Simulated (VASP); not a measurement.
# TePb (Pm-3m) in VASP: a series of runs

The runs below take TePb through electric field gradients, elastic constants, with PBE-based screened hybrid with 25 % exact exchange, LDA.

Everything below comes from runs of VASP 6.6.1. Logs are shortened: lines on timing, memory, paths and dates and some standing lists are left out, and cuts for length are marked.

### 1 The cell of the first run

The structure is cubic, space group Pm-3m (No. 221). The conventional cell has a = 4.002 Å, b = 4.002 Å, c = 4.002 Å, α = 90.00°, β = 90.00°, γ = 90.00°. Within 4.6 Å of Pb (site symmetry m-3m) lie 8 Te at 3.47 Å and 6 Pb at 4.00 Å. Te (site symmetry m-3m) has 8 Pb at 3.47 Å and 6 Te at 4.00 Å within 4.6 Å.

### 2 Electric field gradients, PBE-based screened hybrid with 25 % exact exchange, non-collinear spin, zero start, spin-orbit coupling

Input file POSCAR:

```
TePb
1.0
    4.0022870000      0.0000000000      0.0000000000
    0.0000000000      4.0022870000      0.0000000000
    0.0000000000      0.0000000000      4.0022870000
Pb Te
1 1
Direct
    0.0000000000      0.0000000000      0.0000000000
    0.5000000000      0.5000000000      0.5000000000
```

Input file INCAR.step1:

```
SYSTEM = TePb
PREC = Accurate
ENCUT = 520
ISMEAR = 1
SIGMA = 0.1
LREAL = .FALSE.
LASPH = .TRUE.
NELM = 150
ALGO = Normal
ISIF = 2
LWAVE = .TRUE.
LCHARG = .FALSE.
LNONCOLLINEAR = .TRUE.
MAGMOM = 0 0 0 0 0 0
LORBIT = 11
LSORBIT = .TRUE.
GGA_COMPAT = .FALSE.
LORBMOM = .TRUE.
GGA = PE
EDIFF = 1E-5
NBANDS = 32
```

Input file INCAR.step2:

```
SYSTEM = TePb
PREC = Accurate
ENCUT = 520
EDIFF = 1E-8
ISMEAR = 1
SIGMA = 0.1
LREAL = .FALSE.
LASPH = .TRUE.
NELM = 150
ALGO = Normal
ISIF = 2
LWAVE = .FALSE.
LCHARG = .FALSE.
LNONCOLLINEAR = .TRUE.
MAGMOM = 0 0 0 0 0 0
LORBIT = 11
LSORBIT = .TRUE.
GGA_COMPAT = .FALSE.
LORBMOM = .TRUE.
GGA = PE
LHFCALC = .TRUE.
AEXX = 0.25
HFSCREEN = 0.3
PRECFOCK = Normal
LEFG = .TRUE.
ISTART = 1
NBANDS = 32
```

Input file KPOINTS:

```
Automatic mesh
0
G
  4 4 4
  0 0 0
```

Potentials or basis: VASP PAW PBE potentials, release 64 (Pb_d, Te).

Run with:

```bash
> cat potpaw_PBE.64/Pb_d/POTCAR potpaw_PBE.64/Te/POTCAR > POTCAR
> cp INCAR.step1 INCAR
> mpirun -np 1 vasp_ncl > vasp.out
> cp INCAR.step2 INCAR
> mpirun -np 1 vasp_ncl > vasp.out
```

OUTCAR:

```text
SYSTEM = TePb
   PREC = Accurate
   ENCUT = 520
   EDIFF = 1E-8
   ISMEAR = 1
   LREAL = .FALSE.
   LASPH = .TRUE.
   NELM = 150
   ISIF = 2
   LNONCOLLINEAR = .TRUE.
   LORBIT = 11
   LSORBIT = .TRUE.
   GGA = PE
   LHFCALC = .TRUE.
   AEXX = 0.25
   HFSCREEN = 0.3
   PRECFOCK = Normal
   ISTART = 1

 ion  position               nearest neighbor table
   1  0.000  0.000  0.000-   2 3.47   2 3.47   2 3.47   2 3.47   2 3.47   2 3.47   2 3.47   2 3.47

   2  0.500  0.500  0.500-   1 3.47   1 3.47   1 3.47   1 3.47   1 3.47   1 3.47   1 3.47   1 3.47

  LATTYP: Found a simple cubic cell.
 ALAT       =     4.0022870000

  Lattice vectors:

 A1 = (   4.0022870000,   0.0000000000,   0.0000000000)
 A2 = (   0.0000000000,   4.0022870000,   0.0000000000)
 A3 = (   0.0000000000,   0.0000000000,   4.0022870000)

Analysis of symmetry for initial positions (statically):
=====================================================================
 Subroutine PRICEL returns:
 Original cell was already a primitive cell.

 Routine SETGRP: Setting up the symmetry group for a
 simple cubic supercell.

 Subroutine GETGRP returns: Found 48 space group operations
 (whereof 48 operations were pure point group operations)
 out of a pool of 48 trial point group operations.

The static configuration has the point symmetry O_h .

Analysis of symmetry for dynamics (positions and initial velocities):
=====================================================================
 Subroutine PRICEL returns:
 Original cell was already a primitive cell.

 Routine SETGRP: Setting up the symmetry group for a
 simple cubic supercell.

 Subroutine GETGRP returns: Found 48 space group operations
 (whereof 48 operations were pure point group operations)
 out of a pool of 48 trial point group operations.

The dynamic configuration has the point symmetry O_h .

Analysis of structural, dynamic, and magnetic symmetry:
=====================================================================
 Subroutine PRICEL returns:
 Original cell was already a primitive cell.

 Routine SETGRP: Setting up the symmetry group for a
 simple cubic supercell.

 Subroutine GETGRP returns: Found 48 space group operations
 (whereof 48 operations were pure point group operations)
 out of a pool of 48 trial point group operations.

The overall configuration has the point symmetry O_h .

 Subroutine INISYM returns: Found 48 space group operations
 (whereof 48 operations are pure point group operations),
 and found     1 'primitive' translations

----------------------------------------------------------------------------------------

[... 552 lines left out ...]
----------------------------------------------------------------------
   1       0.000       0.460       1.000
   2      -0.000       0.452       1.000
----------------------------------------------------------------------

 orbital moment (x)

 # of ion     p       d       tot
 ----------------------------------------
  1        -0.000  -0.000  -0.000
  2         0.000   0.000   0.000
 ----------------------------------------
            0.000   0.000   0.000

 orbital moment (y)

 # of ion     p       d       tot
 ----------------------------------------
  1         0.000  -0.000   0.000
  2        -0.000   0.000  -0.000
 ----------------------------------------
           -0.000  -0.000  -0.000

 orbital moment (z)

 # of ion     p       d       tot
 ----------------------------------------
  1        -0.000  -0.000  -0.000
  2        -0.000   0.000  -0.000
 ----------------------------------------
           -0.000  -0.000  -0.000

 Spin-Orbit-Coupling matrix elements

 Ion:    1  E_soc:     -0.8254985
 l=   1
     0.0000000    -0.0727208    -0.0727208
    -0.0727208     0.0000000    -0.0727208
    -0.0727208    -0.0727208     0.0000000
 l=   2
     0.0000000    -0.0129852     0.0000000    -0.0129852    -0.0518771
    -0.0129852     0.0000000    -0.0389078    -0.0129852    -0.0129693
     0.0000000    -0.0389078     0.0000000    -0.0389078     0.0000000
    -0.0129852    -0.0129852    -0.0389078     0.0000000    -0.0129693
    -0.0518771    -0.0129693     0.0000000    -0.0129693     0.0000000
 l=   3
     0.0000000     0.0000000     0.0000000     0.0000000     0.0000000     0.0000000     0.0000000
     0.0000000     0.0000000     0.0000000     0.0000000     0.0000000     0.0000000     0.0000000
     0.0000000     0.0000000     0.0000000     0.0000000     0.0000000     0.0000000     0.0000000
     0.0000000     0.0000000     0.0000000     0.0000000     0.0000000     0.0000000     0.0000000
     0.0000000     0.0000000     0.0000000     0.0000000     0.0000000     0.0000000     0.0000000
     0.0000000     0.0000000     0.0000000     0.0000000     0.0000000     0.0000000     0.0000000
     0.0000000     0.0000000     0.0000000     0.0000000     0.0000000     0.0000000     0.0000000

 Ion:    2  E_soc:     -0.2350954
 l=   1
     0.0000000    -0.0391393    -0.0391393
    -0.0391393     0.0000000    -0.0391393
    -0.0391393    -0.0391393     0.0000000
 l=   2
     0.0000000    -0.0000244     0.0000000    -0.0000244    -0.0000189
    -0.0000244     0.0000000    -0.0000142    -0.0000244    -0.0000047
     0.0000000    -0.0000142     0.0000000    -0.0000142     0.0000000
    -0.0000244    -0.0000244    -0.0000142     0.0000000    -0.0000047
    -0.0000189    -0.0000047     0.0000000    -0.0000047     0.0000000
 l=   3
     0.0000000     0.0000000     0.0000000     0.0000000     0.0000000     0.0000000     0.0000000
     0.0000000     0.0000000     0.0000000     0.0000000     0.0000000     0.0000000     0.0000000
     0.0000000     0.0000000     0.0000000     0.0000000     0.0000000     0.0000000     0.0000000
     0.0000000     0.0000000     0.0000000     0.0000000     0.0000000     0.0000000     0.0000000
     0.0000000     0.0000000     0.0000000     0.0000000     0.0000000     0.0000000     0.0000000
     0.0000000     0.0000000     0.0000000     0.0000000     0.0000000     0.0000000     0.0000000
     0.0000000     0.0000000     0.0000000     0.0000000     0.0000000     0.0000000     0.0000000

 total charge

# of ion       s       p       d       tot
------------------------------------------
    1        1.488   0.514   9.832  11.834
    2        1.358   2.083   0.015   3.456
--------------------------------------------------
tot          2.846   2.597   9.848  15.290

 magnetization (x)

# of ion       s       p       d       tot
------------------------------------------
    1        0.000   0.000  -0.000   0.000
    2        0.000   0.000  -0.000   0.000
--------------------------------------------------
tot          0.000   0.000  -0.000   0.000

 magnetization (y)

# of ion       s       p       d       tot
------------------------------------------
    1       -0.000   0.000  -0.000   0.000
    2        0.000  -0.000  -0.000  -0.000
--------------------------------------------------
tot         -0.000   0.000  -0.000   0.000

 magnetization (z)

# of ion       s       p       d       tot
------------------------------------------
    1        0.000   0.000   0.000   0.000
    2        0.000   0.000  -0.000   0.000
--------------------------------------------------
tot          0.000   0.000   0.000   0.000
```

OSZICAR.step1:

```text
N       E                     dE             d eps       ncg     rms          rms(c)
DAV:   1     0.195535275039E+03    0.19554E+03   -0.87496E+03   640   0.124E+03
DAV:   2     0.101090756376E+02   -0.18543E+03   -0.17724E+03   688   0.353E+02
DAV:   3    -0.691355286210E+01   -0.17023E+02   -0.16614E+02   784   0.124E+02
DAV:   4    -0.763649555761E+01   -0.72294E+00   -0.72188E+00   824   0.270E+01
DAV:   5    -0.766990124924E+01   -0.33406E-01   -0.33403E-01   952   0.567E+00    0.388E+00
DAV:   6    -0.748675101239E+01    0.18315E+00   -0.41666E-01   864   0.455E+00    0.317E+00
DAV:   7    -0.749104792640E+01   -0.42969E-02   -0.46096E-02   752   0.117E+00    0.173E+00
DAV:   8    -0.749158841070E+01   -0.54048E-03   -0.38573E-03   832   0.711E-01    0.100E+00
DAV:   9    -0.749136497013E+01    0.22344E-03   -0.12448E-03   784   0.303E-01    0.100E-01
DAV:  10    -0.749140559416E+01   -0.40624E-04   -0.24723E-04   808   0.105E-01    0.472E-02
DAV:  11    -0.749144318410E+01   -0.37590E-04   -0.69670E-05   728   0.488E-02    0.397E-02
DAV:  12    -0.749141892104E+01    0.24263E-04   -0.61131E-05   712   0.535E-02    0.125E-02
DAV:  13    -0.749141557751E+01    0.33435E-05   -0.73501E-06   496   0.303E-02
   1 F= -.74914156E+01 E0= -.74904875E+01  d E =-.278413E-02  mag=    -0.0000    -0.0000    -0.0000
```

Run time: 85 min. Hardware: 1 thread of AMD EPYC 7R13 (Zen 3), shared host; peak memory 0.39 GiB.

Results:

```yaml
Free_energy: -8.5163 eV
Pressure: -0.1 GPa
Net_moment: 0.00 μB per cell
Largest_electric_field_gradient_by_atom: zero within the noise of the run
Valence_electrons_inside_the_program's_atomic_spheres: Pb 11.83; Te 3.46
```

Moments on the atoms (μB; x, y, z):
```
Pb  0.00 0.00 0.00
Te  0.00 0.00 0.00
```

Caveat: the k points lie up to 0.39 Å⁻¹ apart; the PAW data sets were made with another functional, which shifts forces and pressure a little.

### 3 Elastic constants, LDA

Input file INCAR:

```
SYSTEM = TePb
PREC = Accurate ; ENCUT = 600
EDIFF = 1E-8 ; ISMEAR = -1
SIGMA = 0.05 ; LREAL = .FALSE.
LASPH = .TRUE. ; NELM = 60
ALGO = Normal ; ISIF = 3
LWAVE = .FALSE. ; LCHARG = .FALSE.
NBANDS = 17 ; IBRION = 6
NFREE = 2 ; POTIM = 0.015
NSW = 1
```

Input file KPOINTS:

```
Automatic mesh
0
G
  5 5 5
  0 0 0
```

POSCAR is that of step 2.

Potentials or basis: VASP PAW LDA potentials, release 64 (Pb_d, Te).

Run with:

```bash
> cat potpaw_LDA.64/Pb_d/POTCAR potpaw_LDA.64/Te/POTCAR > POTCAR
> mpirun -np 1 vasp_std > vasp.out
```

OUTCAR:

```text
SYSTEM = TePb
   PREC = Accurate
   ENCUT = 600
   EDIFF = 1E-8
   ISMEAR = -1
   LREAL = .FALSE.
   LASPH = .TRUE.
   NELM = 60
   ISIF = 3
   IBRION = 6
   NFREE = 2
   POTIM = 0.015
   NSW = 1

 ion  position               nearest neighbor table
   1  0.000  0.000  0.000-   2 3.47   2 3.47   2 3.47   2 3.47   2 3.47   2 3.47   2 3.47   2 3.47

   2  0.500  0.500  0.500-   1 3.47   1 3.47   1 3.47   1 3.47   1 3.47   1 3.47   1 3.47   1 3.47

  LATTYP: Found a simple cubic cell.
 ALAT       =     4.0022870000

  Lattice vectors:

 A1 = (   4.0022870000,   0.0000000000,   0.0000000000)
 A2 = (   0.0000000000,   4.0022870000,   0.0000000000)
 A3 = (   0.0000000000,   0.0000000000,   4.0022870000)

Analysis of symmetry for initial positions (statically):
=====================================================================
 Subroutine PRICEL returns:
 Original cell was already a primitive cell.

 Routine SETGRP: Setting up the symmetry group for a
 simple cubic supercell.

 Subroutine GETGRP returns: Found 48 space group operations
 (whereof 48 operations were pure point group operations)
 out of a pool of 48 trial point group operations.

The static configuration has the point symmetry O_h .

Analysis of symmetry for dynamics (positions and initial velocities):
=====================================================================
 Subroutine PRICEL returns:
 Original cell was already a primitive cell.

 Routine SETGRP: Setting up the symmetry group for a
 simple cubic supercell.

 Subroutine GETGRP returns: Found 48 space group operations
[... 342 lines left out ...]
      5     -10.7781      2.00000
      6      -6.0403      2.00000
[... 378 lines left out ...]
  FREE ENERGIE OF THE ION-ELECTRON SYSTEM (eV)
  ---------------------------------------------------
  free  energy   TOTEN  =        -8.2978114387 eV

  energy  without entropy=       -8.2862742820  energy(sigma->0) =       -8.29204286

 INTERNAL STRAIN TENSORS FROM STRAINED CELLS
 ============================================

 INTERNAL STRAIN TENSOR FOR ION    1 for displacements in x,y,z  (eV/Angst):
          X           Y           Z          XY          YZ          ZX
  --------------------------------------------------------------------------------
  x     0.00000     0.00000     0.00000     0.00000     0.00000    -0.00000
  y     0.00000     0.00000     0.00000     0.00000     0.00000     0.00000
  z     0.00000     0.00000     0.00000     0.00000     0.00000     0.00000

 INTERNAL STRAIN TENSORS FROM DISPLACED ATOMS
 ============================================

 INTERNAL STRAIN TENSOR FOR ION    1 for displacements in x,y,z  (eV/Angst):
          X           Y           Z          XY          YZ          ZX
  --------------------------------------------------------------------------------
  x     0.00000     0.00000     0.00000     0.00000     0.00000     0.00000
  y     0.00000     0.00000     0.00000     0.00000     0.00000     0.00000
  z     0.00000     0.00000     0.00000     0.00000     0.00000     0.00000

 INTERNAL STRAIN TENSOR FOR ION    2 for displacements in x,y,z  (eV/Angst):
          X           Y           Z          XY          YZ          ZX
  --------------------------------------------------------------------------------
  x     0.00000     0.00000     0.00000     0.00000     0.00000     0.00000
  y     0.00000     0.00000     0.00000     0.00000     0.00000     0.00000
  z     0.00000     0.00000     0.00000     0.00000     0.00000     0.00000

 Eigenvectors and eigenvalues of the dynamical matrix
 ----------------------------------------------------

   1 f  =    0.005423 THz     0.034071 2PiTHz    0.180880 cm-1     0.022426 meV
             X         Y         Z           dx          dy          dz
      0.000000  0.000000  0.000000    -0.000000   -0.098436   -0.783066
      2.001143  2.001143  2.001143     0.000000   -0.076593   -0.609304
[... 21 lines left out ...]
   6 f/i=    1.313621 THz     8.253725 2PiTHz   43.817687 cm-1     5.432698 meV
             X         Y         Z           dx          dy          dz
      0.000000  0.000000  0.000000     0.000000   -0.025421    0.613573
      2.001143  2.001143  2.001143    -0.000000    0.032671   -0.788553

--------------------------------------------------------------------------------------------------------

 ELASTIC MODULI CONTR FROM IONIC RELAXATION (kBar)
 Direction    XX          YY          ZZ          XY          YZ          ZX
 --------------------------------------------------------------------------------
 XX           0.0000      0.0000      0.0000      0.0000      0.0000      0.0000
 YY           0.0000      0.0000      0.0000      0.0000      0.0000      0.0000
 ZZ           0.0000      0.0000      0.0000      0.0000      0.0000      0.0000
 XY           0.0000      0.0000      0.0000      0.0000      0.0000      0.0000
 YZ           0.0000      0.0000      0.0000      0.0000      0.0000      0.0000
 ZX           0.0000      0.0000      0.0000      0.0000      0.0000      0.0000
 --------------------------------------------------------------------------------

 TOTAL ELASTIC MODULI (kBar)
 Direction    XX          YY          ZZ          XY          YZ          ZX
 --------------------------------------------------------------------------------
 XX         350.7066    393.7027    393.7027     -0.0000     -0.0000     -0.0000
 YY         393.7027    350.7066    393.7027      0.0000     -0.0000      0.0000
 ZZ         393.7027    393.7027    350.7066     -0.0000      0.0000     -0.0000
 XY          -0.0000      0.0000     -0.0000    157.3120      0.0000      0.0000
 YZ          -0.0000     -0.0000      0.0000      0.0000    157.3120      0.0000
 ZX          -0.0000      0.0000     -0.0000      0.0000      0.0000    157.3120
 --------------------------------------------------------------------------------
```

OSZICAR:

```text
N       E                     dE             d eps       ncg     rms          rms(c)
DAV:   1     0.159831366771E+03    0.15983E+03   -0.10153E+04   340   0.130E+03
DAV:   2     0.252638306998E+01   -0.15730E+03   -0.15263E+03   341   0.318E+02
DAV:   3    -0.818274007883E+01   -0.10709E+02   -0.10594E+02   473   0.863E+01
[... 191 lines left out ...]
DAV:   2    -0.829781289000E+01   -0.88815E-03   -0.97591E-03   699   0.511E-01    0.261E-02
DAV:   3    -0.829781315061E+01   -0.26061E-06   -0.21659E-04   802   0.846E-02    0.279E-02
DAV:   4    -0.829781137202E+01    0.17786E-05   -0.16140E-05   786   0.203E-02    0.162E-02
DAV:   5    -0.829781144140E+01   -0.69381E-07   -0.11433E-06   733   0.625E-03    0.851E-03
DAV:   6    -0.829781143874E+01    0.26591E-08   -0.81634E-08   785   0.161E-03
  17 F= -.82978114E+01 E0= -.82920429E+01  d E =-.115372E-01
```

stdout:

```text
POSCAR found type information on POSCAR PbTe
 POSCAR found :  2 types and       2 ions
 scaLAPACK will be used
 LDA part: xc-table for (Slater(with rela. corr.)+CA(PZ))
 , standard interpolation
 POSCAR, INCAR and KPOINTS ok, starting setup
 FFT: planning ... GRIDC
 FFT: planning ... GRID_SOFT
 FFT: planning ... GRID
 WAVECAR not read
 entering main loop
 Found     2 degrees of freedom:
 Adding 6 more for cell shape distortion
 Finite differences POTIM= 0.01500 DOF=   8
 bond charge predicted
 Finite differences progress:
 bond charge predicted
 Finite differences progress:
 bond charge predicted
 Finite differences progress:
 bond charge predicted
 Finite differences progress:
 bond charge predicted
 Finite differences progress:
 bond charge predicted
 Finite differences progress:
 bond charge predicted
 Finite differences progress:
 bond charge predicted
 Finite differences progress:
 bond charge predicted
 Finite differences progress:
 bond charge predicted
 Finite differences progress:
 bond charge predicted
 Finite differences progress:
 bond charge predicted
 Finite differences progress:
 bond charge predicted
 Finite differences progress:
 bond charge predicted
 Finite differences progress:
 bond charge predicted
 Finite differences progress:
 bond charge predicted
 Finite differences progress:
```

Run time: 4.7 min. Hardware: 1 thread of Intel Xeon 8259CL, shared host; peak memory 0.24 GiB.

Results:

```yaml
Elastic_constants_C11_C12_C44: 35, 39, 16 GPa
Voigt_bulk_modulus: 38 GPa
Highest_phonon_frequency_at_Γ_LO-TO_splitting_left_out: 0 cm⁻¹
Most_unstable_mode: 44i cm⁻¹
```

Phonon frequencies in cm⁻¹ (negative: imaginary):
| q point | frequencies |
| --- | --- |
| (0.000, 0.000, 0.000) | -44 -44 -44 0 0 0 |

Elastic tensor in Voigt notation (GPa, in the Cartesian axes of the cell as first typed):
```
35 39 39  0  0  0
39 35 39  0  0  0
39 39 35  0  0  0
 0  0  0 16  0  0
 0  0  0  0 16  0
 0  0  0  0  0 16
```

Clamped-ion elastic tensor (GPa):
```
35 39 39  0  0  0
39 35 39  0  0  0
39 39 35  0  0  0
 0  0  0 16  0  0
 0  0  0  0 16  0
 0  0  0  0  0 16
```

Caveat: the cell is under stress, which shifts elastic constants; some modes are imaginary; the elastic tensor has a negative eigenvalue, so either the cell is unstable as it stands or the mesh is too thin; spin-orbit coupling is left out, which moves the levels of the heavy elements.
